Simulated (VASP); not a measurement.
# CoW3 (Pm-3m) in VASP: notebook

CoW3 is run at these levels: PBE; tasks: single point, relaxation of cell and atoms.

Program: VASP 6.6.1. These are calculated values, not measurements. Logs are shortened: lines on timing, memory, paths and dates and some standing lists are left out, and cuts for length are marked.

## Step 1: The cell of the first run

It takes space group Pm-3m (No. 221, cubic). Conventional cell: a = 3.900 Å, b = 3.900 Å, c = 3.900 Å, α = 90.00°, β = 90.00°, γ = 90.00°. Co (site symmetry m-3m) has 12 W at 2.76 Å within 3.6 Å. Within 3.6 Å of W (site symmetry 4/mmm) lie 4 Co at 2.76 Å and 8 W at 2.76 Å.

## Step 2: Single point, PBE, collinear spin, ferromagnetic start

File INCAR:

```
ALGO = Normal
EDIFF = 1E-6
ENCUT = 520
GGA = PE
ISIF = 2
ISMEAR = 0
ISPIN = 2
LASPH = True
LCHARG = False
LMAXMIX = 4
LORBIT = 11
LREAL = False
LWAVE = False
MAGMOM = 3.2 0 0 0
NBANDS = 38
NELM = 150
PREC = Accurate
SIGMA = 0.1
```

File KPOINTS:

```
k-points
0
Gamma
  6 6 6
```

File POSCAR:

```
CoW3
1.0
    3.8995154770      0.0000000000      0.0000000000
    0.0000000000      3.8995154770      0.0000000000
    0.0000000000      0.0000000000      3.8995154770
Co W
1 3
Direct
    0.0000000000      0.0000000000      0.0000000000
    0.0000000000      0.5000000000      0.5000000000
    0.5000000000      0.0000000000      0.5000000000
    0.5000000000      0.5000000000      0.0000000000
```

Potentials or basis: VASP PAW PBE potentials, release 64 (Co, W_sv).

Launch:

```bash
cat potpaw_PBE.64/Co/POTCAR potpaw_PBE.64/W_sv/POTCAR > POTCAR
mpirun -np 1 vasp_std > vasp.out
```

OUTCAR:

```text
EDIFF = 1E-6
   ENCUT = 520
   GGA = PE
   ISIF = 2
   ISMEAR = 0
   ISPIN = 2
   LASPH = True
   LORBIT = 11
   LREAL = False
   NELM = 150
   PREC = Accurate

 ion  position               nearest neighbor table
   1  0.000  0.000  0.000-   2 2.76   3 2.76   4 2.76   2 2.76   3 2.76   2 2.76   4 2.76   2 2.76
                             3 2.76   4 2.76   3 2.76   4 2.76
   2  0.000  0.500  0.500-   1 2.76   3 2.76   4 2.76   1 2.76   4 2.76   1 2.76   3 2.76   1 2.76
                             3 2.76   4 2.76   4 2.76   3 2.76
   3  0.500  0.000  0.500-   1 2.76   2 2.76   4 2.76   1 2.76   4 2.76   2 2.76   4 2.76   4 2.76
                             1 2.76   2 2.76   1 2.76   2 2.76
   4  0.500  0.500  0.000-   1 2.76   2 2.76   3 2.76   2 2.76   3 2.76   1 2.76   3 2.76   3 2.76
                             1 2.76   2 2.76   2 2.76   1 2.76

  LATTYP: Found a simple cubic cell.
 ALAT       =     3.8995154770

  Lattice vectors:

 A1 = (   3.8995154770,   0.0000000000,   0.0000000000)
 A2 = (   0.0000000000,   3.8995154770,   0.0000000000)
 A3 = (   0.0000000000,   0.0000000000,   3.8995154770)

Analysis of symmetry for initial positions (statically):
=====================================================================
 Subroutine PRICEL returns:
 Original cell was already a primitive cell.

 Routine SETGRP: Setting up the symmetry group for a
 simple cubic supercell.

 Subroutine GETGRP returns: Found 48 space group operations
 (whereof 48 operations were pure point group operations)
 out of a pool of 48 trial point group operations.

The static configuration has the point symmetry O_h .

Analysis of symmetry for dynamics (positions and initial velocities):
=====================================================================
 Subroutine PRICEL returns:
 Original cell was already a primitive cell.

 Routine SETGRP: Setting up the symmetry group for a
 simple cubic supercell.

 Subroutine GETGRP returns: Found 48 space group operations
 (whereof 48 operations were pure point group operations)
 out of a pool of 48 trial point group operations.

The dynamic configuration has the point symmetry O_h .

Analysis of structural, dynamic, and magnetic symmetry:
=====================================================================
 Subroutine PRICEL returns:
 Original cell was already a primitive cell.

 Routine SETGRP: Setting up the symmetry group for a
 simple cubic supercell.

 Subroutine GETGRP returns: Found 48 space group operations
 (whereof 48 operations were pure point group operations)
 out of a pool of 48 trial point group operations.

The overall configuration has the point symmetry O_h .

 Subroutine INISYM returns: Found 48 space group operations
 (whereof 48 operations are pure point group operations),
 and found     1 'primitive' translations

----------------------------------------------------------------------------------------

                                     Primitive cell

  volume of cell :      59.2969

  direct lattice vectors                    reciprocal lattice vectors
     3.899515477  0.000000000  0.000000000     0.256442116  0.000000000  0.000000000
     0.000000000  3.899515477  0.000000000     0.000000000  0.256442116  0.000000000
     0.000000000  0.000000000  3.899515477     0.000000000  0.000000000  0.256442116

  length of vectors
     3.899515477  3.899515477  3.899515477     0.256442116  0.256442116  0.256442116

  position of ions in fractional coordinates (direct lattice)
     0.000000000  0.000000000  0.000000000
     0.000000000  0.500000000  0.500000000
     0.500000000  0.000000000  0.500000000
     0.500000000  0.500000000  0.000000000

  ion indices of the primitive-cell ions
   primitive index   ion index
                 1           1
                 2           2
                 3           3
                 4           4

----------------------------------------------------------------------------------------

 KPOINTS: k-points

Automatic generation of k-mesh.
 Grid dimensions read from file:
 generate k-points for:    6    6    6

 Generating k-lattice:

  Cartesian coordinates                     Fractional coordinates (reciprocal lattice)
     0.042740353  0.000000000  0.000000000     0.166666667  0.000000000  0.000000000
     0.000000000  0.042740353  0.000000000     0.000000000  0.166666667  0.000000000
     0.000000000  0.000000000  0.042740353     0.000000000  0.000000000  0.166666667

  Length of vectors
     0.042740353  0.042740353  0.042740353

  Shift w.r.t. Gamma in fractional coordinates (k-lattice)
     0.000000000  0.000000000  0.000000000

 Subroutine IBZKPT returns following result:
 ===========================================

 Found     20 irreducible k-points:

 Following reciprocal coordinates:
            Coordinates               Weight
  0.000000  0.000000  0.000000      1.000000
  0.166667  0.000000  0.000000      6.000000
  0.333333  0.000000  0.000000      6.000000
  0.500000  0.000000  0.000000      3.000000
  0.166667  0.166667  0.000000     12.000000
  0.333333  0.166667  0.000000     24.000000
[... 12 lines left out ...]
  0.500000  0.500000  0.333333      6.000000
  0.500000  0.500000  0.500000      1.000000
   k-points           NKPTS =     20   k-points in BZ     NKDIM =     20   number of bands    NBANDS=     38
   number of dos      NEDOS =    301   number of ions     NIONS =      4
   total plane-waves  NPLWV =  27000
   dimension x,y,z NGX =    30 NGY =   30 NGZ =   30
   dimension x,y,z NGXF=    60 NGYF=   60 NGZF=   60
   ions per type =               1   3
   NGX,Y,Z   is equivalent  to a cutoff of  12.79, 12.79, 12.79 a.u.
   NGXF,Y,Z  is equivalent  to a cutoff of  25.58, 25.58, 25.58 a.u.
 SYSTEM =  unknown system
   PREC   = accura    normal or accurate (medium, high low for compatibility)
   ISTART =      0    job   : 0-new  1-cont  2-samecut
   ICHARG =      2    charge: 1-file 2-atom 10-const
   ISPIN  =      2    spin polarized calculation?
   LNONCOLLINEAR =      F non collinear calculations
   LSORBIT =      F    spin-orbit coupling
   LASPH  =      T    aspherical Exc in radial PAW
   ENCUT  =  520.0 eV  38.22 Ry    6.18 a.u.   7.25  7.25  7.25*2*pi/ulx,y,z
   NELM   =    150;   NELMIN=  2; NELMDL= -5     # of ELM steps
   EDIFF  = 0.1E-05   stopping-criterion for ELM
   LREAL  =      F    real-space projection
[... 7 lines left out ...]
   TEBEG  =    0.0;   TEEND  =   0.0 temperature during run
   PSTRESS=    0.0 pullay stress
   NELECT =      51.0000    total number of electrons
   NUPDOWN=      -1.0000    fix difference up-down
   EMIN   =  10.00;   EMAX   =-10.00  energy-range for DOS
   EFERMI =   0.00;   METHOD = LEGACY
   ISMEAR =     0;   SIGMA  =   0.10  broadening in eV -4-tet -1-fermi 0-gaus
   EFERMI_NEDOS =   21; number of points for ismear=-14 and -15
   IALGO  =     38    algorithm
   IMIX   =      4    mixing-type and parameters
     AMIX     =   0.40;   BMIX     =  1.00
     AMIX_MAG =   1.60;   BMIX_MAG =  1.00
  volume/ion in A,a.u.               =      14.82       100.04
  Fermi-wavevector in a.u.,A,eV,Ry     =   1.556877  2.942071 32.978690  2.423865
  Thomas-Fermi vector in A             =   2.660609
   LORBIT       =     11    0 simple, 1 ext, 2 COOP (PROOUT), +10 PAW based schemes
   GGA     = PE    functional components
   LHFCALC =     F    Hartree Fock is set to
   AEXX    =    0.0000 exact exchange contribution
   IVDW    =     0    specifies the selected vdW correction
   LEPSILON=     F    determine dielectric tensor
   LRPA    =     F    only Hartree local field effects (RPA)
 spin polarized calculation
 Gauss-broadening in eV      SIGMA  =   0.10
  energy-cutoff  :      520.00
  volume of cell :       59.30
 maximum number of plane-waves:      1628
 NGX is ok and might be reduce to    30
   NGX = 15   NGY = 15   NGZ = 15

 number of electron      51.0000009 magnetization       0.4049533

 Free energy of the ion-electron system (eV)
  ---------------------------------------------------
  ext. energy  EPLUGINS =         0.00000000
  ---------------------------------------------------
  free energy    TOTEN  =       -44.85615179 eV

  energy without entropy =      -44.83280876  energy(sigma->0) =      -44.84448028

 E-fermi :  10.5175     XC(G=0): -13.4981

 val. band max:       10.5163939653   @ k =   0.3333   0.1667   0.1667
 cond. band min:      10.5373050933   @ k =   0.3333   0.0000   0.0000
 fundamental gap:      0.0209111280
 Fermi energy:        10.5174993595

 spin component 1

 k-point     1 :       0.0000    0.0000    0.0000
  band No.  band energies     occupation
      1     -63.1512      1.00000
      2     -62.9875      1.00000
      3     -62.9875      1.00000
      4     -27.8340      1.00000
      5     -27.8340      1.00000
      6     -27.8340      1.00000
[... 29 lines left out ...]
     36      17.1038      0.00000
     37      21.8331      0.00000

 k-point     2 :       0.1667    0.0000    0.0000
  band No.  band energies     occupation
      1     -63.1415      1.00000
      2     -62.9972      1.00000
      3     -62.9875      1.00000
      4     -27.7960      1.00000
      5     -27.7960      1.00000
      6     -27.7739      1.00000
[... 29 lines left out ...]
     36      17.3215      0.00000
     37      20.4748      0.00000

 k-point     3 :       0.3333    0.0000    0.0000
  band No.  band energies     occupation
      1     -63.1166      1.00000
      2     -63.0221      1.00000
      3     -62.9873      1.00000
      4     -27.7041      1.00000
      5     -27.7041      1.00000
      6     -27.6048      1.00000
[... 29 lines left out ...]
     36      18.9953      0.00000
     37      19.4239      0.00000
[... 601 lines left out ...]
 k-point    19 :       0.5000    0.5000    0.3333
  band No.  band energies     occupation
      1     -63.0414      1.00000
      2     -63.0414      1.00000
      3     -63.0414      1.00000
      4     -28.1141      1.00000
      5     -27.7449      1.00000
      6     -27.6834      1.00000
[... 29 lines left out ...]
     36      16.6372      0.00000
     37      20.6994      0.00000

 k-point    20 :       0.5000    0.5000    0.5000
  band No.  band energies     occupation
      1     -63.0413      1.00000
      2     -63.0413      1.00000
      3     -63.0413      1.00000
      4     -28.1906      1.00000
      5     -27.7434      1.00000
      6     -27.7434      1.00000
[... 29 lines left out ...]
     36      16.2699      0.00000
     37      20.4890      0.00000
 Fermi energy:        10.5174993595

 spin component 2

 k-point     1 :       0.0000    0.0000    0.0000
  band No.  band energies     occupation
      1     -63.1460      1.00000
      2     -62.9823      1.00000
      3     -62.9823      1.00000
      4     -27.8273      1.00000
      5     -27.8273      1.00000
      6     -27.8273      1.00000
[... 29 lines left out ...]
     36      17.1105      0.00000
     37      21.8620      0.00000

 k-point     2 :       0.1667    0.0000    0.0000
  band No.  band energies     occupation
      1     -63.1363      1.00000
      2     -62.9921      1.00000
      3     -62.9824      1.00000
      4     -27.7894      1.00000
      5     -27.7894      1.00000
      6     -27.7673      1.00000
[... 29 lines left out ...]
     36      17.3405      0.00000
     37      20.5344      0.00000

 k-point     3 :       0.3333    0.0000    0.0000
  band No.  band energies     occupation
      1     -63.1114      1.00000
      2     -63.0170      1.00000
      3     -62.9821      1.00000
      4     -27.6976      1.00000
      5     -27.6976      1.00000
      6     -27.5981      1.00000
[... 29 lines left out ...]
     36      19.0242      0.00000
     37      19.5101      0.00000
[... 601 lines left out ...]
 k-point    19 :       0.5000    0.5000    0.3333
  band No.  band energies     occupation
      1     -63.0363      1.00000
      2     -63.0363      1.00000
      3     -63.0363      1.00000
      4     -28.1103      1.00000
      5     -27.7358      1.00000
      6     -27.6744      1.00000
[... 29 lines left out ...]
     36      16.6573      0.00000
     37      20.7708      0.00000

 k-point    20 :       0.5000    0.5000    0.5000
  band No.  band energies     occupation
      1     -63.0361      1.00000
      2     -63.0361      1.00000
      3     -63.0361      1.00000
      4     -28.1867      1.00000
      5     -27.7343      1.00000
      6     -27.7343      1.00000
[... 29 lines left out ...]
     36      16.2874      0.00000
     37      20.5636      0.00000
 [bands above 37 left out]

------------------------ aborting loop because EDIFF is reached ----------------------------------------

  FORCE on cell =-STRESS in cart. coord.  units (eV):
  Direction    XX          YY          ZZ          XY          YZ          ZX
  --------------------------------------------------------------------------------------
  -------------------------------------------------------------------------------------
  Total        0.1843134      0.1843134      0.1843134      0.0000000     -0.0000000     -0.0000000
  in kB        4.9800724      4.9800724      4.9800724      0.0000000     -0.0000000     -0.0000000
  external PRESSURE =       4.9800724 kB  Pullay stress =       0.0000000 kB

 VOLUME and BASIS-vectors are now :
 -----------------------------------------------------------------------------
  energy-cutoff  :      520.00
  volume of cell :       59.30
      direct lattice vectors                 reciprocal lattice vectors
     3.899515477  0.000000000  0.000000000     0.256442116  0.000000000  0.000000000
     0.000000000  3.899515477  0.000000000     0.000000000  0.256442116  0.000000000
     0.000000000  0.000000000  3.899515477     0.000000000  0.000000000  0.256442116

 POSITION                                       TOTAL-FORCE (eV/Angst)
 -----------------------------------------------------------------------------------
      0.00000      0.00000      0.00000         0.000000      0.000000      0.000000
      0.00000      1.94976      1.94976         0.000000      0.000000      0.000000
      1.94976      0.00000      1.94976         0.000000      0.000000      0.000000
      1.94976      1.94976      0.00000         0.000000      0.000000      0.000000
 -----------------------------------------------------------------------------------
    total drift:                                0.000000      0.000000     -0.000000

  FREE ENERGIE OF THE ION-ELECTRON SYSTEM (eV)
  ---------------------------------------------------
  free  energy   TOTEN  =       -44.8561517893 eV

  energy  without entropy=      -44.8328087609  energy(sigma->0) =      -44.84448028

 total charge

# of ion       s       p       d       tot
------------------------------------------
    1        0.465   0.554   7.282   8.301
    2        2.417   6.305   3.365  12.087
    3        2.417   6.305   3.365  12.087
    4        2.417   6.305   3.365  12.087
--------------------------------------------------
tot          7.717  19.469  17.377  44.563

 magnetization (x)

# of ion       s       p       d       tot
------------------------------------------
    1        0.002   0.007   0.362   0.372
    2        0.000  -0.002   0.012   0.010
    3        0.000  -0.002   0.012   0.010
    4        0.000  -0.002   0.012   0.010
--------------------------------------------------
tot          0.003   0.001   0.398   0.402
```

It took 1.7 min on 1 thread of Intel Xeon Platinum 8375C at 2.90GHz (Ice Lake), shared host; peak memory 0.23 GiB.

What came out:

```
Free energy                                           : -44.8562 eV
Pressure                                              : 0.5 GPa
Net moment                                            : 0.40 μB per cell
Site moments                                          : Co +0.37; W +0.01 μB
Valence electrons inside the program's atomic spheres : Co 8.30; W 12.09
```

Levels at points of the mesh, in eV from the Fermi level:
Spin up:
| k point | band 22 | band 23 | band 24 | band 25 | band 26 | band 27 | band 28 | band 29 |
| --- | --- | --- | --- | --- | --- | --- | --- | --- |
| (0.00, 0.00, 0.00) | -1.13 | 0.18 | 0.18 | 2.85 | 2.85 | 2.85 | 3.05 | 3.05 |
| (0.50, 0.00, 0.00) | -1.98 | -1.23 | 0.08 | 0.19 | 0.19 | 0.67 | 0.81 | 1.85 |
| (0.50, 0.50, 0.00) | -1.99 | -1.99 | -1.96 | -1.18 | 0.52 | 0.52 | 1.03 | 1.03 |
| (0.50, 0.50, 0.50) | -0.80 | -0.80 | -0.80 | 0.48 | 0.48 | 0.48 | 1.13 | 2.43 |
Spin down:
```tsv
k point	band 23	band 24	band 25	band 26	band 27	band 28
(0.00, 0.00, 0.00)	0.60	0.60	2.93	2.93	2.93	3.06
(0.50, 0.00, 0.00)	-0.80	0.10	0.30	0.30	0.71	1.13
(0.50, 0.50, 0.00)	-1.89	-1.57	-0.69	0.63	0.63	1.04
(0.50, 0.50, 0.50)	-0.77	-0.77	0.49	0.49	0.49	1.13
```

Caveat: spin-orbit coupling is left out, which moves the levels of the heavy elements.

## Step 3: Relaxation of cell and atoms, PBE, collinear spin, ferromagnetic start

This run uses another cell than the first one, of 14.91 Å³/atom.

File INCAR:

```
SYSTEM = CoW3
PREC = Accurate ; ENCUT = 600
EDIFF = 1E-7 ; ISMEAR = 0
SIGMA = 0.1 ; LREAL = .False.
LASPH = .True. ; NELM = 150
ALGO = Normal ; ISIF = 3
LWAVE = .False. ; LCHARG = .False.
ISPIN = 2 ; MAGMOM = 3.2 0 0 0
LORBIT = 11 ; LMAXMIX = 4
GGA = PE ; IBRION = 2
NSW = 60 ; EDIFFG = -0.01
```

File KPOINTS:

```
Automatic mesh
0
Gamma
  6 6 6
  0 0 0
```

File POSCAR:

```
CoW3
1.0
    3.9073510000      0.0000000000      0.0000000000
    0.0000000000      3.9073510000      0.0000000000
    0.0000000000      0.0000000000      3.9073510000
Co W
1 3
Direct
    0.0000000000      0.0000000000      0.0000000000
    0.0000000000      0.5000000000      0.5000000000
    0.5000000000      0.0000000000      0.5000000000
    0.5000000000      0.5000000000      0.0000000000
```

Potentials or basis: VASP PAW PBE potentials, release 64 (Co, W_sv).

Launch:

```bash
cat potpaw_PBE.64/Co/POTCAR potpaw_PBE.64/W_sv/POTCAR > POTCAR
mpirun -np 1 vasp_std > vasp.out
```

Wall time 3 min (1 thread of Intel Xeon Platinum 8375C at 2.90GHz (Ice Lake), shared host); peak memory 0.25 GiB.

It converged, with:

```
Free energy                                           : -44.8566 eV
Relaxed volume                                        : 14.85 Å³/atom
Relaxed cell                                          : a = 3.902 Å, b = 3.902 Å, c = 3.902 Å, α = 90.00°, β = 90.00°, γ = 90.00°
Space group after relaxing (to 0.1 Å)                 : Pm-3m (No. 221)
Energy gained by relaxing                             : 0.2 meV/atom
Ionic steps                                           : 3
Pressure after relaxing                               : 0.0 GPa
Net moment                                            : 0.41 μB per cell
Site moments                                          : Co +0.37; W +0.01 μB
Valence electrons inside the program's atomic spheres : Co 8.30; W 12.08
```

The path:
```csv
step,energy change (eV),largest force (eV/Å),pressure (GPa),volume (Å³)
1,0.0000,0.0000,-1.23,59.66
2,0.0069,0.0000,3.53,58.67
3,-0.0010,0.0000,0.01,59.39
```

Final structure:
```
CELL_PARAMETERS angstrom
3.90166 0.00000 0.00000
0.00000 3.90166 0.00000
0.00000 0.00000 3.90166
ATOMIC_POSITIONS crystal
Co 0.00000 0.00000 0.00000
W 0.00000 0.50000 0.50000
W 0.50000 0.00000 0.50000
W 0.50000 0.50000 0.00000
```

Levels at points of the mesh, in eV from the Fermi level:
Spin up:
```tsv
k point	band 22	band 23	band 24	band 25	band 26	band 27	band 28	band 29
(0.00, 0.00, 0.00)	-1.13	0.18	0.18	2.85	2.85	2.85	3.04	3.04
(0.50, 0.00, 0.00)	-1.98	-1.23	0.08	0.19	0.19	0.67	0.81	1.85
(0.50, 0.50, 0.00)	-1.98	-1.98	-1.96	-1.18	0.52	0.52	1.03	1.03
(0.50, 0.50, 0.50)	-0.79	-0.79	-0.79	0.48	0.48	0.48	1.13	2.43
```
Spin down:
```
           k point  band 22  band 23  band 24  band 25  band 26  band 27  band 28  band 29
(0.00, 0.00, 0.00)    -0.97     0.60     0.60     2.92     2.92     2.92     3.05     3.05
(0.50, 0.00, 0.00)    -1.83    -0.80     0.10     0.30     0.30     0.71     1.13     1.85
(0.50, 0.50, 0.00)    -1.88    -1.88    -1.57    -0.68     0.63     0.63     1.04     1.04
(0.50, 0.50, 0.50)    -0.77    -0.77    -0.77     0.49     0.49     0.49     1.13     2.52
```

Caveat: spin-orbit coupling is left out, which moves the levels of the heavy elements.
